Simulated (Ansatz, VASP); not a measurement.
One calculation of AlN, two programs

INCAR

```
SYSTEM = AlN
  PREC = Accurate
  ENCUT = 520
  EDIFF = 1E-6
  ISMEAR = -1
  SIGMA = 0.05
  LREAL = .False.
  LASPH = .True.
  NELM = 60
  ALGO = Normal
  ISIF = 2
  LWAVE = .False.
  LCHARG = .True.
  GGA = PS
  LELF = .True.
  LVHAR = .True.
  NBANDS = 16
```

KPOINTS

```
Automatic mesh
0
Gamma
  10 10 6
  0 0 0
```

File POSCAR:

```
AlN
1.0
    3.0709272750      0.0000000000      0.0000000000
   -1.5354636375      2.6595010333      0.0000000000
    0.0000000000      0.0000000000      4.9136809369
Al N
2 2
Direct
    0.6666666667      0.3333333333      0.5000000000
    0.3333333333      0.6666666667      0.0000000000
    0.6666666667      0.3333333333      0.8800000000
    0.3333333333      0.6666666667      0.3800000000
```

Contents of input.yaml:

```yaml
crystal:
  lattice:
    - [3.070927275, 0.0, 0.0]
    - [-1.5354636375, 2.6595010333, 0.0]
    - [0.0, 0.0, 4.9136809369]
  atoms:
    - { symbol: Al, position: [0.6666666667, 0.3333333333, 0.5] }
    - { symbol: Al, position: [0.3333333333, 0.6666666667, 0.0] }
    - { symbol: "N", position: [0.6666666667, 0.3333333333, 0.88] }
    - { symbol: "N", position: [0.3333333333, 0.6666666667, 0.38] }
kpoints:
  mp_grid: { grid: [10, 10, 6] }
scf:
  occupations: { method: fermi_dirac, width: 0.05 }
hamiltonian:
  xc: pbesol
  pseudopotentials: { kind: all_electron, lapw: { basis_error: 0.002 } }
output:
  forces: true
  stress: true
  eigenvalues: true
```

Change from the starting cell: volume scaled by 0.96.

Alike in both runs: task single point; functional PBEsol; k mesh 10 × 10 × 6; occupations fermi-dirac, width 0.05 eV; no spin polarisation.

```csv
,VASP,Ansatz
version,VASP 6.6.1,Ansatz 0.2.0
potentials or method,"VASP PAW PBE potentials, release 64 (Al, N), cutoff 520 eV","all-electron LAPW, scalar-relativistic"
```

VASP gave:

| Item | Value |
| --- | --- |
| gap on the k mesh at the Fermi level (eV) | 4.51 |
| least direct gap on the mesh (eV) | 4.51 |
| pressure (GPa) | 9.2 |
| traceless stress, the component that is largest in VASP (GPa) | 0.83 |
| rms of the force components (eV/Å) | 0.095 |

Problem. What did Ansatz give for the same quantities?

Solution. gap on the k mesh at the Fermi level (eV): 4.50; least direct gap on the mesh (eV): 4.50; pressure (GPa): 9.0; traceless stress, the component that is largest in VASP (GPa): 0.82; rms of the force components (eV/Å): 0.093.

VASP's potentials were made for PBE, not for PBEsol. Atom by atom the forces differ by 0.002 eV/Å (rms over components). Ansatz ran all-electron here, and VASP with PAW potentials.
